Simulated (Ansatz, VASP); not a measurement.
**TiSi2: VASP beside Ansatz**

```
Ti Si
1.0
    -0.04190    4.09669    4.24091
     2.36519   -0.03324    4.24957
     2.36591    4.10607   -0.03252
Ti Si
2 4
Direct
  0.75000 0.75000 0.75000
  0.50000 0.50000 0.50000
  0.08300 0.41700 0.08300
  0.41700 0.08300 0.41700
  0.16700 0.83300 0.16700
  0.83300 0.16700 0.83300
```

Change from the starting cell: equal xy, yz and zx shear strains of -1 %, crystal datasets.

Alike in both runs: task electric field gradients; functional PBE; k mesh 8 × 8 × 8; occupations fermi-dirac, width 0.08 eV; no spin polarisation.

```csv
,VASP,Ansatz
version,VASP 6.6.1,Ansatz 0.2.0
potentials or method,"VASP PAW PBE potentials, release 64 (Ti_sv, Si), cutoff 520 eV","all-electron PAW with datasets made for the crystal, scalar-relativistic"
```

Ansatz gave:

```
pressure (GPa)                                                : 2.4
traceless stress, the component that is largest in VASP (GPa) : 1.59
rms of the force components (eV/Å)                            : 0.106
size of Vzz on the site where it differs most (V/Å²)          : 11.8
```

**Question.** Estimate VASP's values.

**Answer.** Pressure (GPa): 2.3; traceless stress, the component that is largest in VASP (GPa): 1.59; rms of the force components (eV/Å): 0.106; size of Vzz on the site where it differs most (V/Å²): 10.9.

Atom by atom the forces differ by 0.000 eV/Å (rms over components). Ansatz ran all-electron here, and VASP with PAW potentials.
